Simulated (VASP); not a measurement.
# CdS (Hawleyite) (F-43m) in VASP: notebook

Aim: see how the results for CdS (Hawleyite) move with the level of theory and the settings. Levels: BLYP+D4, r2SCAN. Tasks: single point.

Everything below comes from runs of VASP 6.6.1. Logs are shortened: lines on timing, memory, paths and dates and some standing lists are left out, and cuts for length are marked.

### Step 1. The cell of the first run

It takes space group F-43m (No. 216, cubic). The conventional cell has a = 5.910 Å, b = 5.910 Å, c = 5.910 Å, α = 90.00°, β = 90.00°, γ = 90.00°. Within 3.4 Å of Cd (site symmetry -43m) lie 4 S at 2.56 Å. Within 3.4 Å of S (site symmetry -43m) lie 4 Cd at 2.56 Å.

### Step 2. Single point, BLYP+D4

Contents of INCAR:

```
SYSTEM = CdS
PREC = Accurate
ENCUT = 520
EDIFF = 1E-7
ISMEAR = -1
SIGMA = 0.05
LREAL = .FALSE.
LASPH = .TRUE.
NELM = 100
ALGO = Normal
ISIF = 2
LWAVE = .FALSE.
LCHARG = .TRUE.
GGA = B5
ALDAX = 1.0
AGGAX = 1.0
AGGAC = 1.0
ALDAC = 0.0
IVDW = 13
VDW_S6 = 1.0
VDW_S8 = 2.34076671
VDW_A1 = 0.44488865
VDW_A2 = 4.0933009
LELF = .TRUE.
LVHAR = .TRUE.
NBANDS = 16
```

Contents of KPOINTS:

```
Automatic mesh
0
G
  8 8 8
  0 0 0
```

Contents of POSCAR:

```
CdS
1.0
    0.0000000000      2.9548794012      2.9548794012
    2.9548794012      0.0000000000      2.9548794012
    2.9548794012      2.9548794012      0.0000000000
Cd S
1 1
Direct
    0.0000000000      0.0000000000      0.0000000000
    0.7500000000      0.7500000000      0.7500000000
```

Potentials or basis: VASP PAW PBE potentials, release 64 (Cd, S).

Command:

```
$ cat potpaw_PBE.64/Cd/POTCAR potpaw_PBE.64/S/POTCAR > POTCAR
$ mpirun -np 1 vasp_std > vasp.out
```

OUTCAR:

```text
SYSTEM = CdS
   PREC = Accurate
   ENCUT = 520
   EDIFF = 1E-7
   ISMEAR = -1
   LREAL = .FALSE.
   LASPH = .TRUE.
   NELM = 100
   ISIF = 2
   GGA = B5
   IVDW = 13

 ion  position               nearest neighbor table
   1  0.000  0.000  0.000-   2 2.56   2 2.56   2 2.56   2 2.56
   2  0.750  0.750  0.750-   1 2.56   1 2.56   1 2.56   1 2.56

  LATTYP: Found a face centered cubic cell.
 ALAT       =     5.9097588024

  Lattice vectors:

 A1 = (   0.0000000000,   2.9548794012,   2.9548794012)
 A2 = (   2.9548794012,   0.0000000000,   2.9548794012)
 A3 = (   2.9548794012,   2.9548794012,   0.0000000000)

Analysis of symmetry for initial positions (statically):
=====================================================================
 Subroutine PRICEL returns:
 Original cell was already a primitive cell.

 Routine SETGRP: Setting up the symmetry group for a
 face centered cubic supercell.

 Subroutine GETGRP returns: Found 24 space group operations
 (whereof 24 operations were pure point group operations)
 out of a pool of 48 trial point group operations.

The static configuration has the point symmetry T_d .

Analysis of symmetry for dynamics (positions and initial velocities):
=====================================================================
 Subroutine PRICEL returns:
 Original cell was already a primitive cell.

 Routine SETGRP: Setting up the symmetry group for a
 face centered cubic supercell.

 Subroutine GETGRP returns: Found 24 space group operations
 (whereof 24 operations were pure point group operations)
 out of a pool of 48 trial point group operations.

The dynamic configuration has the point symmetry T_d .

 Subroutine INISYM returns: Found 24 space group operations
 (whereof 24 operations are pure point group operations),
 and found     1 'primitive' translations

----------------------------------------------------------------------------------------

                                     Primitive cell

  volume of cell :      51.5999

  direct lattice vectors                    reciprocal lattice vectors
     0.000000000  2.954879401  2.954879401    -0.169211644  0.169211644  0.169211644
     2.954879401  0.000000000  2.954879401     0.169211644 -0.169211644  0.169211644
     2.954879401  2.954879401  0.000000000     0.169211644  0.169211644 -0.169211644

  length of vectors
     4.178830524  4.178830524  4.178830524     0.293083164  0.293083164  0.293083164

  position of ions in fractional coordinates (direct lattice)
     0.000000000  0.000000000  0.000000000
     0.750000000  0.750000000  0.750000000

  ion indices of the primitive-cell ions
   primitive index   ion index
                 1           1
                 2           2

----------------------------------------------------------------------------------------

 KPOINTS: Automatic mesh

Automatic generation of k-mesh.
 Grid dimensions read from file:
 generate k-points for:    8    8    8

 Generating k-lattice:

  Cartesian coordinates                     Fractional coordinates (reciprocal lattice)
    -0.021151455  0.021151455  0.021151455     0.125000000  0.000000000  0.000000000
     0.021151455 -0.021151455  0.021151455     0.000000000  0.125000000  0.000000000
     0.021151455  0.021151455 -0.021151455     0.000000000  0.000000000  0.125000000

  Length of vectors
     0.036635395  0.036635395  0.036635395

  Shift w.r.t. Gamma in fractional coordinates (k-lattice)
     0.000000000  0.000000000  0.000000000

 Subroutine IBZKPT returns following result:
 ===========================================

 Found     29 irreducible k-points:

 Following reciprocal coordinates:
            Coordinates               Weight
  0.000000  0.000000  0.000000      1.000000
  0.125000  0.000000  0.000000      8.000000
  0.250000  0.000000  0.000000      8.000000
  0.375000  0.000000  0.000000      8.000000
  0.500000  0.000000  0.000000      4.000000
  0.125000  0.125000  0.000000      6.000000
[... 16 lines left out ...]
  0.500000  0.250000  0.125000     48.000000
 -0.375000  0.250000  0.125000     24.000000
 [... further k-points ...]
   k-points           NKPTS =     29   k-points in BZ     NKDIM =     29   number of bands    NBANDS=     16
   number of dos      NEDOS =    301   number of ions     NIONS =      2
   total plane-waves  NPLWV =  32768
   dimension x,y,z NGX =    32 NGY =   32 NGZ =   32
   dimension x,y,z NGXF=    64 NGYF=   64 NGZF=   64
   ions per type =               1   1
   NGX,Y,Z   is equivalent  to a cutoff of  12.73, 12.73, 12.73 a.u.
   NGXF,Y,Z  is equivalent  to a cutoff of  25.46, 25.46, 25.46 a.u.
 SYSTEM =  CdS
   PREC   = accura    normal or accurate (medium, high low for compatibility)
   ISTART =      0    job   : 0-new  1-cont  2-samecut
   ICHARG =      2    charge: 1-file 2-atom 10-const
   ISPIN  =      1    spin polarized calculation?
   LNONCOLLINEAR =      F non collinear calculations
   LSORBIT =      F    spin-orbit coupling
   LASPH  =      T    aspherical Exc in radial PAW
   ENCUT  =  520.0 eV  38.22 Ry    6.18 a.u.   7.77  7.77  7.77*2*pi/ulx,y,z
   NELM   =    100;   NELMIN=  2; NELMDL= -5     # of ELM steps
   EDIFF  = 0.1E-06   stopping-criterion for ELM
   LREAL  =      F    real-space projection
   EDIFFG = 0.1E-05   stopping-criterion for IOM
   NSW    =      0    number of steps for IOM
   IBRION =     -1    ionic relax: 0-MD 1-quasi-New 2-CG
   NFREE  =      0    steps in history (QN), initial steepest desc. (CG)
   ISIF   =      2    stress and relaxation
   ISYM   =      2    0-nonsym 1-usesym 2-fastsym
   POTIM  = 0.5000    time-step for ionic-motion
   TEBEG  =    0.0;   TEEND  =   0.0 temperature during run
   PSTRESS=    0.0 pullay stress
   NELECT =      18.0000    total number of electrons
   NUPDOWN=      -1.0000    fix difference up-down
   EMIN   =  10.00;   EMAX   =-10.00  energy-range for DOS
   EFERMI =   0.00;   METHOD = LEGACY
   ISMEAR =    -1;   SIGMA  =   0.05  broadening in eV -4-tet -1-fermi 0-gaus
   EFERMI_NEDOS =   21; number of points for ismear=-14 and -15
   IALGO  =     38    algorithm
   IMIX   =      4    mixing-type and parameters
     AMIX     =   0.40;   BMIX     =  1.00
     AMIX_MAG =   1.60;   BMIX_MAG =  1.00
  volume/ion in A,a.u.               =      25.80       174.11
  Fermi-wavevector in a.u.,A,eV,Ry     =   1.152434  2.177784 18.069941  1.328103
  Thomas-Fermi vector in A             =   2.289085
   LORBIT       =      0    0 simple, 1 ext, 2 COOP (PROOUT), +10 PAW based schemes
   GGA     = B5    functional components
   LHFCALC =     F    Hartree Fock is set to
   AEXX    =    0.0000 exact exchange contribution
   IVDW    =    13    specifies the selected vdW correction
   LEPSILON=     F    determine dielectric tensor
   LRPA    =     F    only Hartree local field effects (RPA)
 non-spin polarized calculation
  energy-cutoff  :      520.00
  volume of cell :       51.60
 maximum number of plane-waves:      1411
   NGX = 15   NGY = 15   NGZ = 15

 number of electron      18.0000003 magnetization

 Free energy of the ion-electron system (eV)
  ---------------------------------------------------
  ext. energy  EPLUGINS =         0.00000000
  ---------------------------------------------------
  free energy    TOTEN  =        -5.17498074 eV

  energy without entropy =       -5.17498037  energy(sigma->0) =       -5.17498056

 E-fermi :   1.9168     XC(G=0):  -8.5031

 val. band max:        1.3632215864   @ k =   0.0000   0.0000   0.0000
 cond. band min:       2.3879549428   @ k =   0.0000   0.0000   0.0000
 fundamental gap:      1.0247333564
 Fermi energy:         1.9167528375

 k-point     1 :       0.0000    0.0000    0.0000
  band No.  band energies     occupation
      1     -10.7656      2.00000
      2      -6.2790      2.00000
      3      -6.2790      2.00000
      4      -6.2790      2.00000
      5      -5.8599      2.00000
      6      -5.8599      2.00000
[... 8 lines left out ...]
     15      12.8642      0.00000
     16      12.8642      0.00000

 k-point     2 :       0.1250    0.0000    0.0000
  band No.  band energies     occupation
      1     -10.7096      2.00000
      2      -6.2590      2.00000
      3      -6.2590      2.00000
      4      -6.2266      2.00000
      5      -5.8607      2.00000
      6      -5.8607      2.00000
[... 8 lines left out ...]
     15      12.2913      0.00000
     16      13.3151      0.00000

 k-point     3 :       0.2500    0.0000    0.0000
  band No.  band energies     occupation
      1     -10.5739      2.00000
      2      -6.2157      2.00000
      3      -6.2157      2.00000
      4      -6.0450      2.00000
      5      -5.8558      2.00000
      6      -5.8558      2.00000
[... 8 lines left out ...]
     15      12.0590      0.00000
     16      12.7492      0.00000

 k-point     4 :       0.3750    0.0000    0.0000
  band No.  band energies     occupation
      1     -10.4387      2.00000
      2      -6.1824      2.00000
      3      -6.1824      2.00000
      4      -5.8381      2.00000
      5      -5.8381      2.00000
      6      -5.7288      2.00000
[... 8 lines left out ...]
     15      12.8698      0.00000
     16      12.8698      0.00000
[... 324 lines left out ...]
 k-point    22 :       0.3750    0.2500    0.1250
  band No.  band energies     occupation
      1     -10.4744      2.00000
      2      -6.1683      2.00000
      3      -6.1458      2.00000
      4      -5.9888      2.00000
      5      -5.8493      2.00000
      6      -5.8018      2.00000
[... 8 lines left out ...]
     15      13.3552      0.00000
     16      15.2551      0.00000

 k-point    23 :       0.5000    0.2500    0.1250
  band No.  band energies     occupation
      1     -10.3681      2.00000
      2      -6.1372      2.00000
      3      -6.1141      2.00000
      4      -5.9130      2.00000
      5      -5.8297      2.00000
      6      -5.5827      2.00000
[... 8 lines left out ...]
     15      14.0526      0.00000
     16      14.4225      0.00000

 k-point    24 :      -0.3750    0.2500    0.1250
  band No.  band energies     occupation
      1     -10.3248      2.00000
      2      -6.1327      2.00000
      3      -6.0994      2.00000
      4      -5.8806      2.00000
      5      -5.8356      2.00000
      6      -5.4125      2.00000
[... 8 lines left out ...]
     15      13.6386      0.00000
     16      14.4581      0.00000

 [... further k-points ...]

------------------------ aborting loop because EDIFF is reached ----------------------------------------

  DFT-D4 for vdW energy calculation

  Edisp (eV):   -1.12277

  FORCE on cell =-STRESS in cart. coord.  units (eV):
  Direction    XX          YY          ZZ          XY          YZ          ZX
  --------------------------------------------------------------------------------------
  -------------------------------------------------------------------------------------
  Total      -0.08041    -0.08041    -0.08041    -0.00000     0.00000    -0.00000
  in kB      -2.49660    -2.49660    -2.49660    -0.00000     0.00000    -0.00000
  external pressure =       -2.50 kB  Pullay stress =        0.00 kB

 VOLUME and BASIS-vectors are now :
 -----------------------------------------------------------------------------
  energy-cutoff  :      520.00
  volume of cell :       51.60
      direct lattice vectors                 reciprocal lattice vectors
     0.000000000  2.954879401  2.954879401    -0.169211644  0.169211644  0.169211644
     2.954879401  0.000000000  2.954879401     0.169211644 -0.169211644  0.169211644
     2.954879401  2.954879401  0.000000000     0.169211644  0.169211644 -0.169211644

 POSITION                                       TOTAL-FORCE (eV/Angst)
 -----------------------------------------------------------------------------------
      0.00000      0.00000      0.00000        -0.000000      0.000000     -0.000000
      4.43232      4.43232      4.43232         0.000000     -0.000000      0.000000
 -----------------------------------------------------------------------------------
    total drift:                               -0.000000     -0.000000     -0.000000

  FREE ENERGIE OF THE ION-ELECTRON SYSTEM (eV)
  ---------------------------------------------------
  free  energy   TOTEN  =        -6.2977544583 eV

  energy  without entropy=       -6.2977540865  energy(sigma->0) =       -6.29775427
```

It took 28 s on 1 thread of Intel Xeon Platinum 8375C at 2.90GHz (Ice Lake), shared host; peak memory 0.18 GiB.

Results:

```
Free energy                : -6.2978 eV
Pressure                   : -0.2 GPa
Band gap on the k mesh     : 1.02 eV, direct
Dispersion energy per atom : -0.561 eV
```

Caveat: the PAW data sets were made with another functional, which shifts forces and pressure a little. Expect the measured gap to be larger: semilocal functionals such as BLYP lack the derivative discontinuity.

[end of part 1 of 2]
